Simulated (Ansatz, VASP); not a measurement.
# Se3Br in VASP and in Ansatz

INCAR

```
ALGO = Normal ; EDIFF = 1E-6
ENCUT = 520 ; GGA = PE
ISIF = 2 ; ISMEAR = 0
LASPH = T ; LCHARG = T
LELF = T ; LREAL = F
LVHAR = T ; LWAVE = F
NBANDS = 20 ; NELM = 60
PREC = Accurate ; SIGMA = 0.4
```

KPOINTS

```
k-points
0
Gamma
  8 8 8
```

Contents of POSCAR:

```
Se3Br
1.0
   -1.9012420000      1.9012420000      8.4819000000
    1.9012420000     -1.9012420000      8.4819000000
    1.9012420000      1.9012420000     -8.4819000000
Se Br
3 1
Direct
    0.2500000000      0.7500000000      0.5000000000
    0.7500000000      0.2500000000      0.5000000000
    0.5000000000      0.5000000000      0.0000000000
    0.0000000000      0.0000000000      0.0000000000
```

Input for Ansatz:

```yaml
crystal:
  lattice:
    - [-1.901242, 1.901242, 8.4819]
    - [1.901242, -1.901242, 8.4819]
    - [1.901242, 1.901242, -8.4819]
  atoms:
    - { symbol: Se, position: [0.25, 0.75, 0.5] }
    - { symbol: Se, position: [0.75, 0.25, 0.5] }
    - { symbol: Se, position: [0.5, 0.5, 0.0] }
    - { symbol: Br, position: [0.0, 0.0, 0.0] }
basis:
  ecutwfc: 420
kpoints:
  mp_grid: { grid: [8, 8, 8] }
hamiltonian:
  xc: pbe
scf:
  occupations: { method: gaussian, width: 0.4 }
output:
  forces: true
  stress: true
  eigenvalues: true
```

Alike in both runs: task single point; functional PBE; k mesh 8 × 8 × 8; occupations gaussian, width 0.4 eV; no spin polarisation.

|  | VASP | Ansatz |
| --- | --- | --- |
| version | VASP 6.6.1 | Ansatz 0.2.0 |
| potentials or method | VASP PAW PBE potentials, release 64 (Se, Br), cutoff 520 eV | scalar-relativistic, plane waves, PAW |
| valence electrons in the cell | 25 | 55 |

|  | VASP | Ansatz | Ansatz less VASP |
| --- | --- | --- | --- |
| gap on the k mesh at the Fermi level (eV) | none | none | - |
| pressure (GPa) | 0.3 | 0.3 | -0.01 |
| traceless stress, the component that is largest in VASP (GPa) | -0.20 | -0.20 | +0.007 |

A gap of «none» marks a metal or a gap that the smearing closes. With one functional, cell and mesh, what is left measures potentials, basis and numerics. VASP's potentials hold 25 valence electrons a cell and Ansatz's 55, so a difference there can come from the potentials and not from the codes.
